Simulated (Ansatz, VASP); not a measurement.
Two plane-wave programs on GaSb

File INCAR:

```
PREC = Accurate ; ENCUT = 520
EDIFF = 1E-6 ; ISMEAR = 0
SIGMA = 0.15 ; LREAL = F
LASPH = T ; NELM = 100
ALGO = Fast ; ISIF = 2
LWAVE = F ; LCHARG = F
NBANDS = 16
```

KPOINTS

```
regular mesh
0
Gamma
  18 18 18
```

The input POSCAR:

```
GaSb
1.0
   -1.6265614289      2.6561840207      2.9727251735
    1.6265614289     -2.6561840207      2.9727251735
    1.6265614289      2.6561840207     -2.9727251735
Ga Sb
1 1
Direct
    0.0000000000      0.0000000000      0.0000000000
    0.5000000000      0.5000000000      0.0000000000
```

Input for Ansatz:

```yaml
crystal:
  lattice:
    - [-1.6265614289, 2.6561840207, 2.9727251735]
    - [1.6265614289, -2.6561840207, 2.9727251735]
    - [1.6265614289, 2.6561840207, -2.9727251735]
  atoms:
    - { symbol: Ga, position: [0.0, 0.0, 0.0] }
    - { symbol: Sb, position: [0.5, 0.5, 0.0] }
basis:
  ecutwfc: 420
kpoints:
  mp_grid: { grid: [18, 18, 18] }
hamiltonian:
  xc: lda
  pseudopotentials: { kind: paw, azcp: { folder: soft_1 } }
scf:
  occupations: { method: gaussian, width: 0.15 }
output:
  forces: true
  stress: true
  eigenvalues: true
```

Change from the starting cell: volume 25.687 Å^3 an atom, stretch along a over the lengths across it, relative to the relaxed cell 0.9736.

Alike in both runs: task single point; functional LDA; k mesh 18 × 18 × 18; occupations gaussian, width 0.15 eV; no spin polarisation.

|  | VASP | Ansatz |
| --- | --- | --- |
| version | VASP 6.6.1 | Ansatz 0.2.0 |
| potentials or method | VASP PAW LDA potentials, release 64 (Ga_d, Sb), cutoff 520 eV | scalar-relativistic, plane waves, PAW |
| valence electrons in the cell | 18 | 28 |

VASP gave:

| Property | Result |
| --- | --- |
| gap on the k mesh at the Fermi level (eV) | none |
| pressure (GPa) | -6.8 |
| traceless stress, the component that is largest in VASP (GPa) | -0.85 |

Question: Estimate Ansatz's values.

Answer: gap on the k mesh at the Fermi level (eV): none; pressure (GPa): -6.9; traceless stress, the component that is largest in VASP (GPa): -0.84.

Ansatz warns that its potentials were made for another functional, while VASP's fit it. LDA's correlation is that of Perdew and Zunger in VASP and of Perdew and Wang (1992) in Ansatz. A gap of «none» marks a metal or a gap that the smearing closes. VASP's potentials hold 18 valence electrons a cell and Ansatz's 28, so a difference there can come from the potentials and not from the codes.

Spin-orbit coupling is off throughout.
